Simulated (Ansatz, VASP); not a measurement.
## Fe: VASP beside Ansatz

```
Fe
1.0
     2.37008    0.00000    0.00000
     0.00000    2.37008    0.00000
     0.00000    0.00000    2.37008
Fe
1
Direct
  0.00000 0.00000 0.00000
```

Change from the starting cell: volume scaled by 1, PAW files.

Alike in both runs: task single point; functional PBE; k mesh 18 × 18 × 18; occupations fermi-dirac, width 0.1 eV; collinear spin.

```csv
,VASP,Ansatz
version,VASP 6.6.1,Ansatz 0.2.0
potentials or method,"VASP PAW PBE potentials, release 64 (Fe)","PAW with Ansatz's default frozen-core files, scalar-relativistic"
plane-wave cutoff (eV),520,420
valence electrons in the cell,8,16
```

```tsv
	VASP	Ansatz	Ansatz less VASP
pressure (GPa)	-0.4	0.0	+0.42
net moment per atom (μB)	2.39	2.38	-0.005
size of the moment on the site where the two differ most (μB)	2.38	2.36	-0.019
```

Site moments also hang on the region over which each program counts them. With one functional, cell and mesh, what is left measures potentials, basis and numerics. VASP's potentials hold 8 valence electrons a cell and Ansatz's 16, so a difference there can come from the potentials and not from the codes.
